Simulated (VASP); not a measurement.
Runs of VASP 6.6.1 on GaP. The structure is that of space group Pm-3m (No. 221), or close to it. The cells are those of the table. The cell was generated, and may not be a known phase.

| task | cell | k mesh | cutoff (eV) | gap on the mesh (eV) | pressure (GPa) | relaxed volume (Å³/atom) |
| --- | --- | --- | --- | --- | --- | --- |
| relaxation of cell and atoms | relaxed from a = 3.520 Å, 2 atoms | 6 × 6 × 6 | 600 | - | 0.1 | 16.74 |
| relaxation of cell and atoms | relaxed from a = 3.223 Å, 2 atoms | 18 × 18 × 18 | 600 | - | 0.0 | (a) |
| single point | a = 3.216 Å, 2 atoms | 18 × 18 × 18 | 520 | none | 0.1 | - |
| single point | a = 3.223 Å, 2 atoms | 6 × 6 × 6 | 520 | none | 0.0 | - |
| single point | a = 3.520 Å, 2 atoms | 6 × 6 × 6 | 520 | none | -10.3 | - |

Alike in all rows: level PBE; potentials or basis VASP PAW PBE potentials, release 64 (Ga_d, P); no spin polarisation; smearing gaussian 0.1 eV.

Task: Estimate the missing entries.

Result: (a) 16.64.

Caveats: the highest band is partly filled, so the run has too few bands (at least some runs); the volume moved by over 15 % at a fixed basis, so the end points are rough (at least some runs); the cell stands under tension (at least some runs).

A k mesh can miss the band edges, and the runs leave out spin-orbit coupling on Ga.

A gap of «none» marks levels without a gap at the run's occupations.
